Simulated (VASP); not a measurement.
MnSe, 2 atoms in the cell. The structure is cubic, space group F-43m (No. 216). The conventional cell has a = 5.820 Å, b = 5.820 Å, c = 5.820 Å, α = 90.00°, β = 90.00°, γ = 90.00°. Within 3.3 Å of Mn (site symmetry -43m) lie 4 Se at 2.52 Å. Se (site symmetry -43m) has 4 Mn at 2.52 Å within 3.3 Å. 

```yaml
Program: VASP 6.6.1
Task: single point
Functional: r2SCAN
Potentials_or_basis: VASP PAW PBE potentials, release 64 (Mn_pv, Se)
Cutoff: 520 eV
k_mesh: 6 × 6 × 6
Occupations: gaussian, width 0.05 eV
Spin: collinear spin, zero start
Starting_moments: "[0.0, 0.0] μB"
Fixed_moment: 0 μB
Hubbard_terms: Mn d U = 4.0 eV
Dipole_correction: no
Further_INCAR_settings: ALGO = Normal; EDIFF = 1e-07; NBANDS = 20
```

Potentials or basis: VASP PAW PBE potentials, release 64 (Mn_pv, Se).

The run is started by

```bash
$ cat potpaw_PBE.64/Mn_pv/POTCAR potpaw_PBE.64/Se/POTCAR > POTCAR
$ cp INCAR.step1 INCAR
$ mpirun -np 1 vasp_std > vasp.out
$ cp INCAR.step2 INCAR
$ mpirun -np 1 vasp_std > vasp.out
```

Hardware: 1 thread of Intel(R) Xeon(R) Platinum 8259CL CPU @ 2.50GHz (Skylake/Cascade Lake), with other jobs on the host.

Task: Estimate the wall time of this run.

Result: Run time: 87 s on 1 thread of Intel(R) Xeon(R) Platinum 8259CL CPU @ 2.50GHz (Skylake/Cascade Lake), on a shared host, peak memory 0.23 GiB. Counts: k points 16.
